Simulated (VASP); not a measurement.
# MnO (Fm-3m) in VASP: a series of runs

The runs below take MnO through single point, with PBE+U.

All numbers are computed with VASP 6.6.1; they aren't measurements. Logs are shortened: lines on timing, memory, paths and dates and some standing lists are left out, and cuts for length are marked.

## Step 1: The cell of the first run

It takes space group Fm-3m (No. 225, cubic). The conventional cell has a = 4.410 Å, b = 4.410 Å, c = 4.410 Å, α = 90.00°, β = 90.00°, γ = 90.00°. Mn (site symmetry m-3m) has 6 O at 2.21 Å within 2.9 Å. O (site symmetry m-3m) has 6 Mn at 2.21 Å within 2.9 Å.

## Step 2: Single point, PBE+U, collinear spin, ferromagnetic start

File INCAR:

```
  PREC = Accurate
  ENCUT = 520
  EDIFF = 1E-7
  ISMEAR = -1
  SIGMA = 0.05
  LREAL = False
  LASPH = True
  NELM = 150
  ALGO = Normal
  ISIF = 2
  LWAVE = False
  LCHARG = False
  ISPIN = 2
  MAGMOM = 4.5 4.5 0 0
  LORBIT = 11
  LMAXMIX = 4
  LDAU = True
  LDAUTYPE = 2
  LDAUL = 2 -1
  LDAUU = 3.9 0
  LDAUJ = 0 0
  LDAUPRINT = 1
  GGA = PE
  ISYM = 0
  NBANDS = 31
```

File KPOINTS:

```
Automatic mesh
0
Gamma
  5 8 7
```

File POSCAR:

```
MnO
1.0
   -2.2050000000     -4.4100000000     -2.2050000000
   -2.2050000000      0.0000000000     -2.2050000000
    2.2050000000      0.0000000000     -2.2050000000
Mn O
2 2
Direct
    0.0000000000      0.0000000000      0.0000000000
    0.5000000000      0.0000000000      0.5000000000
    0.0000000000      0.5000000000      0.5000000000
    0.5000000000      0.5000000000      0.0000000000
```

Potentials or basis: VASP PAW PBE potentials, release 64 (Mn_pv, O).

On the command line:

```sh
$ cat potpaw_PBE.64/Mn_pv/POTCAR potpaw_PBE.64/O/POTCAR > POTCAR
$ mpirun -np 1 vasp_std > vasp.out
```

OUTCAR:

```text
PREC = Accurate
   ENCUT = 520
   EDIFF = 1E-7
   ISMEAR = -1
   LREAL = False
   LASPH = True
   NELM = 150
   ISIF = 2
   ISPIN = 2
   LORBIT = 11
   GGA = PE
   ISYM = 0

 ion  position               nearest neighbor table
   1  0.000  0.000  0.000-   3 2.21   3 2.21   3 2.21   4 2.21   3 2.21   4 2.21   2 3.12   2 3.12
                             2 3.12   2 3.12   2 3.12   2 3.12   2 3.12   2 3.12
   2  0.500  0.000  0.500-   4 2.21   4 2.21   3 2.21   4 2.21   4 2.21   3 2.21   1 3.12   1 3.12
                             1 3.12   1 3.12   1 3.12   1 3.12   1 3.12   1 3.12
   3  0.000  0.500  0.500-   1 2.21   1 2.21   1 2.21   2 2.21   1 2.21   2 2.21
   4  0.500  0.500  0.000-   2 2.21   2 2.21   1 2.21   2 2.21   2 2.21   1 2.21

IMPORTANT INFORMATION: All symmetrisations will be switched off!
NOSYMM: (Re-)initialisation of all symmetry stuff for point group C_1.

----------------------------------------------------------------------------------------

                                     Primitive cell

  volume of cell :      42.8831

  direct lattice vectors                    reciprocal lattice vectors
    -2.205000000 -4.410000000 -2.205000000     0.000000000 -0.226757370  0.000000000
    -2.205000000  0.000000000 -2.205000000    -0.226757370  0.226757370 -0.226757370
     2.205000000  0.000000000 -2.205000000     0.226757370  0.000000000 -0.226757370

  length of vectors
     5.401124883  3.118340905  3.118340905     0.226757370  0.392755285  0.320683347

  position of ions in fractional coordinates (direct lattice)
     0.000000000  0.000000000  0.000000000
     0.500000000  0.000000000  0.500000000
     0.000000000  0.500000000  0.500000000
     0.500000000  0.500000000  0.000000000

  ion indices of the primitive-cell ions
   primitive index   ion index
                 1           1
                 2           2
                 3           3
                 4           4

----------------------------------------------------------------------------------------

 KPOINTS: Automatic mesh

Automatic generation of k-mesh.
 Grid dimensions read from file:
 generate k-points for:    5    8    7

 Generating k-lattice:

  Cartesian coordinates                     Fractional coordinates (reciprocal lattice)
     0.000000000 -0.045351474  0.000000000     0.200000000  0.000000000  0.000000000
    -0.028344671  0.028344671 -0.028344671     0.000000000  0.125000000  0.000000000
     0.032393910  0.000000000 -0.032393910     0.000000000  0.000000000  0.142857143

  Length of vectors
     0.045351474  0.049094411  0.045811907

  Shift w.r.t. Gamma in fractional coordinates (k-lattice)
     0.000000000  0.000000000  0.000000000

 -----------------------------------------------------------------------------
|                                                                             |
|           W    W    AA    RRRRR   N    N  II  N    N   GGGG   !!!           |
|           W    W   A  A   R    R  NN   N  II  NN   N  G    G  !!!           |
|           W    W  A    A  R    R  N N  N  II  N N  N  G       !!!           |
|           W WW W  AAAAAA  RRRRR   N  N N  II  N  N N  G  GGG   !            |
|           WW  WW  A    A  R   R   N   NN  II  N   NN  G    G                |
|           W    W  A    A  R    R  N    N  II  N    N   GGGG   !!!           |
|                                                                             |
|     Your reciprocal lattice and k-lattice belong to different lattice       |
|     classes:                                                                |
|                                                                             |
|        The reciprocal lattice is simple tetragonal,                         |
|        whereas your k-lattice is simple monoclinic.                         |
|                                                                             |
|     Results are often still useful ...                                      |
|                                                                             |
 -----------------------------------------------------------------------------

 WARNING: IBZKPT: internal override: KBLOWUP is changed to .FALSE.
      ... skipping the blow-up phase ...

 Subroutine IBZKPT returns following result:
 ===========================================

 Found    141 irreducible k-points:

 Following reciprocal coordinates:
            Coordinates               Weight
  0.000000  0.000000  0.000000      1.000000
  0.200000  0.000000  0.000000      2.000000
[... 67 lines left out ...]
   angular momentum for each species LDAUL =     2   -1
   U (eV)           for each species LDAUU =   3.9  0.0
   J (eV)           for each species LDAUJ =   0.0  0.0
   GGA     = PE    functional components
   LHFCALC =     F    Hartree Fock is set to
   AEXX    =    0.0000 exact exchange contribution
   IVDW    =     0    specifies the selected vdW correction
   LEPSILON=     F    determine dielectric tensor
   LRPA    =     F    only Hartree local field effects (RPA)
 spin polarized calculation
  energy-cutoff  :      520.00
  volume of cell :       42.88
 maximum number of plane-waves:      1170
   NGX = 21   NGY = 11   NGZ = 11

 number of electron      38.0000007 magnetization       9.9999937

atom =   1  type =  1  l = 2

 onsite density matrix

spin component  1

  0.9405  0.0000 -0.0000  0.0000 -0.0000
  0.0000  0.9405 -0.0000  0.0000 -0.0000
 -0.0000 -0.0000  0.9788  0.0000  0.0000
  0.0000  0.0000  0.0000  0.9405  0.0000
 -0.0000 -0.0000  0.0000  0.0000  0.9788

spin component  2

  0.0199 -0.0000  0.0000 -0.0000  0.0000
 -0.0000  0.0199  0.0000 -0.0000  0.0000
  0.0000  0.0000  0.0764 -0.0000 -0.0000
 -0.0000 -0.0000 -0.0000  0.0199 -0.0000
  0.0000  0.0000 -0.0000 -0.0000  0.0764

 occupancies and eigenvectors

  o =  0.0199  v =  0.0000  0.0000  0.0000  0.0000  0.0000 -0.0003 -0.0003 -0.0000 -1.0000 -0.0000      0.0000  0.0000  0.0000  0.0000  0.0000  0.0000  0.0000  0.0000  0.0000  0.0000
  o =  0.0199  v =  0.0000  0.0000  0.0000  0.0000  0.0000 -0.6934 -0.7206  0.0000  0.0004  0.0000      0.0000  0.0000  0.0000  0.0000  0.0000  0.0000  0.0000  0.0000  0.0000  0.0000
  o =  0.0199  v =  0.0000  0.0000  0.0000  0.0000  0.0000  0.7206 -0.6934  0.0000  0.0000 -0.0000      0.0000  0.0000  0.0000  0.0000  0.0000  0.0000  0.0000  0.0000  0.0000  0.0000
  o =  0.0763  v =  0.0000  0.0000  0.0000  0.0000  0.0000 -0.0000 -0.0000 -0.4983  0.0000 -0.8670      0.0000  0.0000  0.0000  0.0000  0.0000  0.0000  0.0000  0.0000  0.0000  0.0000
  o =  0.0764  v =  0.0000  0.0000  0.0000  0.0000  0.0000  0.0000 -0.0000 -0.8670  0.0000  0.4983      0.0000  0.0000  0.0000  0.0000  0.0000  0.0000  0.0000  0.0000  0.0000  0.0000
  o =  0.9405  v = -0.0304 -0.0479 -0.0000  0.9984 -0.0001  0.0000  0.0000  0.0000  0.0000  0.0000      0.0000  0.0000  0.0000  0.0000  0.0000  0.0000  0.0000  0.0000  0.0000  0.0000
  o =  0.9405  v =  0.7058 -0.7083 -0.0000 -0.0125  0.0000  0.0000  0.0000  0.0000  0.0000  0.0000      0.0000  0.0000  0.0000  0.0000  0.0000  0.0000  0.0000  0.0000  0.0000  0.0000
  o =  0.9405  v =  0.7077  0.7043  0.0000  0.0553  0.0000  0.0000  0.0000  0.0000  0.0000  0.0000      0.0000  0.0000  0.0000  0.0000  0.0000  0.0000  0.0000  0.0000  0.0000  0.0000
  o =  0.9788  v =  0.0000 -0.0000  0.8660  0.0000 -0.5000  0.0000  0.0000  0.0000  0.0000  0.0000      0.0000  0.0000  0.0000  0.0000  0.0000  0.0000  0.0000  0.0000  0.0000  0.0000
  o =  0.9788  v = -0.0000 -0.0000  0.5000  0.0001  0.8660  0.0000  0.0000  0.0000  0.0000  0.0000      0.0000  0.0000  0.0000  0.0000  0.0000  0.0000  0.0000  0.0000  0.0000  0.0000

atom =   2  type =  1  l = 2

 onsite density matrix

spin component  1

  0.9405  0.0000 -0.0000  0.0000 -0.0000
  0.0000  0.9405 -0.0000  0.0000 -0.0000
 -0.0000 -0.0000  0.9788  0.0000  0.0000
  0.0000  0.0000  0.0000  0.9405  0.0000
 -0.0000 -0.0000  0.0000  0.0000  0.9788

spin component  2

  0.0199 -0.0000  0.0000  0.0000  0.0000
 -0.0000  0.0199  0.0000  0.0000  0.0000
  0.0000  0.0000  0.0764 -0.0000 -0.0000
  0.0000  0.0000 -0.0000  0.0199 -0.0000
  0.0000  0.0000 -0.0000 -0.0000  0.0764

 occupancies and eigenvectors

  o =  0.0199  v =  0.0000  0.0000  0.0000  0.0000  0.0000 -0.0007 -0.0010  0.0000  1.0000  0.0000      0.0000  0.0000  0.0000  0.0000  0.0000  0.0000  0.0000  0.0000  0.0000  0.0000
  o =  0.0199  v =  0.0000  0.0000  0.0000  0.0000  0.0000  0.7062  0.7080 -0.0000  0.0011 -0.0000      0.0000  0.0000  0.0000  0.0000  0.0000  0.0000  0.0000  0.0000  0.0000  0.0000
  o =  0.0199  v =  0.0000  0.0000  0.0000  0.0000  0.0000  0.7080 -0.7062  0.0000 -0.0002 -0.0000      0.0000  0.0000  0.0000  0.0000  0.0000  0.0000  0.0000  0.0000  0.0000  0.0000
  o =  0.0763  v =  0.0000  0.0000  0.0000  0.0000  0.0000 -0.0000 -0.0000 -0.4960  0.0000 -0.8683      0.0000  0.0000  0.0000  0.0000  0.0000  0.0000  0.0000  0.0000  0.0000  0.0000
  o =  0.0764  v =  0.0000  0.0000  0.0000  0.0000  0.0000  0.0000 -0.0000 -0.8683  0.0000  0.4960      0.0000  0.0000  0.0000  0.0000  0.0000  0.0000  0.0000  0.0000  0.0000  0.0000
  o =  0.9405  v = -0.0553 -0.0247 -0.0000  0.9982 -0.0001  0.0000  0.0000  0.0000  0.0000  0.0000      0.0000  0.0000  0.0000  0.0000  0.0000  0.0000  0.0000  0.0000  0.0000  0.0000
  o =  0.9405  v =  0.7032 -0.7107 -0.0000  0.0213 -0.0000  0.0000  0.0000  0.0000  0.0000  0.0000      0.0000  0.0000  0.0000  0.0000  0.0000  0.0000  0.0000  0.0000  0.0000  0.0000
  o =  0.9405  v =  0.7088  0.7031  0.0000  0.0567  0.0000  0.0000  0.0000  0.0000  0.0000  0.0000      0.0000  0.0000  0.0000  0.0000  0.0000  0.0000  0.0000  0.0000  0.0000  0.0000
  o =  0.9788  v =  0.0000 -0.0000  0.8661  0.0000 -0.5000  0.0000  0.0000  0.0000  0.0000  0.0000      0.0000  0.0000  0.0000  0.0000  0.0000  0.0000  0.0000  0.0000  0.0000  0.0000
  o =  0.9788  v = -0.0000 -0.0000  0.5000  0.0001  0.8661  0.0000  0.0000  0.0000  0.0000  0.0000      0.0000  0.0000  0.0000  0.0000  0.0000  0.0000  0.0000  0.0000  0.0000  0.0000

 number of electron      38.0000007 magnetization      10.0000121

 Free energy of the ion-electron system (eV)
  ---------------------------------------------------
  ext. energy  EPLUGINS =         0.00000000
  ---------------------------------------------------
  free energy    TOTEN  =       -30.85186567 eV

  energy without entropy =      -30.85153516  energy(sigma->0) =      -30.85170041

 E-fermi :   7.4571     XC(G=0): -11.9350

 val. band max:        7.2640192008   @ k =   0.0000   0.5000   0.0000
 cond. band min:       7.5213255071   @ k =   0.0000   0.0000   0.0000
 fundamental gap:      0.2573063063
 Fermi energy:         7.4571272471

 spin component 1

 k-point     1 :       0.0000    0.0000    0.0000
  band No.  band energies     occupation
      1     -42.5933      1.00000
      2     -42.5556      1.00000
      3     -42.5556      1.00000
      4     -42.5296      1.00000
      5     -42.5296      1.00000
      6     -42.5296      1.00000
[... 1625 lines left out ...]
     30      22.8627      0.00000
     31      23.0787      0.00000

 [... further k-points ...]
[... 5 lines left out ...]
  --------------------------------------------------------------------------------------
  -------------------------------------------------------------------------------------
  Total        3.2642718      3.2645885      3.2642662      0.0001565      0.0001566     -0.0008906
  in kB      121.9582337    121.9700634    121.9580239      0.0058473      0.0058501     -0.0332758
  external PRESSURE =     121.9621070 kB  Pullay stress =       0.0000000 kB

 VOLUME and BASIS-vectors are now :
 -----------------------------------------------------------------------------
  energy-cutoff  :      520.00
  volume of cell :       42.88
      direct lattice vectors                 reciprocal lattice vectors
    -2.205000000 -4.410000000 -2.205000000     0.000000000 -0.226757370  0.000000000
    -2.205000000  0.000000000 -2.205000000    -0.226757370  0.226757370 -0.226757370
     2.205000000  0.000000000 -2.205000000     0.226757370  0.000000000 -0.226757370

 POSITION                                       TOTAL-FORCE (eV/Angst)
 -----------------------------------------------------------------------------------
      0.00000      0.00000      0.00000         0.000000      0.000000      0.000000
      0.00000     -2.20500     -2.20500        -0.000000     -0.000000     -0.000000
      0.00000      0.00000     -2.20500         0.000000      0.000000      0.000000
     -2.20500     -2.20500     -2.20500        -0.000000     -0.000000     -0.000000
 -----------------------------------------------------------------------------------
    total drift:                               -0.000000     -0.000000      0.000000

  FREE ENERGIE OF THE ION-ELECTRON SYSTEM (eV)
  ---------------------------------------------------
  free  energy   TOTEN  =       -30.8518656705 eV

  energy  without entropy=      -30.8515351550  energy(sigma->0) =      -30.85170041

 total charge

# of ion       s       p       d       tot
------------------------------------------
    1        0.212   6.193   4.971  11.376
    2        0.212   6.193   4.971  11.376
    3        1.555   3.468   0.000   5.024
    4        1.555   3.468   0.000   5.024
--------------------------------------------------
tot          3.535  19.322   9.943  32.799

 magnetization (x)

# of ion       s       p       d       tot
------------------------------------------
    1        0.033   0.027   4.557   4.617
    2        0.033   0.027   4.557   4.617
    3        0.024   0.139   0.000   0.163
    4        0.024   0.139   0.000   0.163
--------------------------------------------------
tot          0.114   0.332   9.114   9.560
```

Wall time 5.8 min (1 thread of Intel Xeon Platinum 8259CL at 2.50GHz (Skylake/Cascade Lake), shared host); peak memory 0.36 GiB.

Results:

* Free energy: -30.8519 eV
* Pressure: 12.2 GPa
* Band gap on the k mesh: 0.26 eV
* Net moment: 10.00 μB per cell
* Site moments: Mn +4.62; O +0.16 μB
* Valence electrons inside the program's atomic spheres: Mn 11.38; O 5.02

Eigenvalues of the final occupation matrices:
| site | spin | trace | eigenvalues |
| --- | --- | --- | --- |
| site 1 d | 1 | 4.78 | 0.94 0.94 0.94 0.98 0.98 |
| site 1 d | 2 | 0.21 | 0.02 0.02 0.02 0.08 0.08 |
| site 2 d | 1 | 4.78 | 0.94 0.94 0.94 0.98 0.98 |
| site 2 d | 2 | 0.21 | 0.02 0.02 0.02 0.08 0.08 |

Caveat: the cell stands under pressure; an odd mesh through Γ misses points on the zone boundary, where band edges can lie; only a ferromagnetic start was run, and an antiferromagnetic order may lie lower in energy.

## Step 3: Single point, PBE+U, collinear spin, ferromagnetic start

File INCAR:

```
SYSTEM = MnO
PREC = Accurate
ENCUT = 520
EDIFF = 1E-6
ISMEAR = -1
SIGMA = 0.05
LREAL = .False.
LASPH = .True.
NELM = 150
ALGO = Normal
ISIF = 2
LWAVE = .False.
LCHARG = .False.
ISPIN = 2
MAGMOM = 4.5 4.5 0 0
LORBIT = 11
LMAXMIX = 4
LDAU = .True.
LDAUTYPE = 2
LDAUL = 2 -1
LDAUU = 3.9 0
LDAUJ = 0 0
LDAUPRINT = 1
GGA = PE
NBANDS = 31
ISYM = 0
```

File KPOINTS:

```
regular mesh
0
Gamma
  5 8 7
  0 0 0
```

POSCAR is that of step 2.

Potentials or basis: VASP PAW PBE potentials, release 64 (Mn_pv, O).

On the command line:

```sh
$ cat potpaw_PBE.64/Mn_pv/POTCAR potpaw_PBE.64/O/POTCAR > POTCAR
$ mpirun -np 1 vasp_std > vasp.out
```

It took 4.2 min on 1 thread of Intel Xeon Platinum 8488C (Sapphire Rapids), shared host; peak memory 0.36 GiB.

Results (log left out):

```yaml
Free_energy: -30.8519 eV
Pressure: 12.2 GPa
Band_gap_on_the_k_mesh: 0.26 eV
Net_moment: 10.00 μB per cell
Site_moments: Mn +4.62; O +0.16 μB
Valence_electrons_inside_the_program's_atomic_spheres: Mn 11.38; O 5.02
```

Levels at points of the mesh, in eV from the valence-band top:
Spin up:
| k point | band 21 | band 22 | band 23 | band 24 | band 25 | band 26 | band 27 | band 28 |
| --- | --- | --- | --- | --- | --- | --- | --- | --- |
| (0.00, 0.00, 0.00) | -3.01 | -2.95 | -2.95 | -2.95 | 0.26 | 5.74 | 8.72 | 10.45 |
| (0.00, 0.50, 0.00) | 0.00 | 0.00 | 0.00 | 0.00 | 4.15 | 4.15 | 8.63 | 8.63 |
Spin down:
```csv
k point,band 11,band 12,band 13,band 14,band 15,band 16,band 17,band 18
"(0.00, 0.00, 0.00)",-3.65,-2.63,-2.63,-2.63,1.12,1.64,3.09,3.09
"(0.00, 0.50, 0.00)",-3.88,-3.88,-3.88,-3.88,4.24,4.24,4.54,4.54
```

Eigenvalues of the final occupation matrices:
| site | spin | trace | eigenvalues |
| --- | --- | --- | --- |
| site 1 d | 1 | 4.78 | 0.94 0.94 0.94 0.98 0.98 |
| site 1 d | 2 | 0.21 | 0.02 0.02 0.02 0.08 0.08 |
| site 2 d | 1 | 4.78 | 0.94 0.94 0.94 0.98 0.98 |
| site 2 d | 2 | 0.21 | 0.02 0.02 0.02 0.08 0.08 |

Caveat: the cell stands under pressure; an odd mesh through Γ misses points on the zone boundary, where band edges can lie; only a ferromagnetic start was run, and an antiferromagnetic order may lie lower in energy.
